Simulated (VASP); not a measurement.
ZnS, 2 atoms in the cell. Symmetry: F-43m, No. 216, cubic system. Conventional cell: a = 5.257 Å, b = 5.257 Å, c = 5.257 Å, α = 90.00°, β = 90.00°, γ = 90.00°. Within 3.0 Å of Zn (site symmetry -43m) lie 4 S at 2.28 Å. S (site symmetry -43m) has 4 Zn at 2.28 Å within 3.0 Å. 

| Quantity | Value |
| --- | --- |
| Program | VASP 6.6.1 |
| Task | single point |
| Functional | LDA |
| Potentials or basis | VASP PAW LDA potentials, release 64 (Zn, S) |
| Cutoff | 520 eV |
| k mesh | 8 × 8 × 8 |
| Occupations | gaussian, width 0.01 eV |
| Spin | no spin polarisation |
| Dipole correction | no |
| Further INCAR settings | ALGO = Normal; EDIFF = 1e-06; NBANDS = 16 |

Potentials or basis: VASP PAW LDA potentials, release 64 (Zn, S).

Run with:

```sh
$ cat potpaw_LDA.64/Zn/POTCAR potpaw_LDA.64/S/POTCAR > POTCAR
$ mpirun -np 1 vasp_std > vasp.out
```

Hardware: 1 thread of AMD EPYC 7R13 (shared host).

Problem. How long does it take, and how much memory?

Solution. Run time: 28 s on 1 thread of AMD EPYC 7R13, on a shared host, peak memory 0.11 GiB. Counts: scf iterations 12, k points 29.
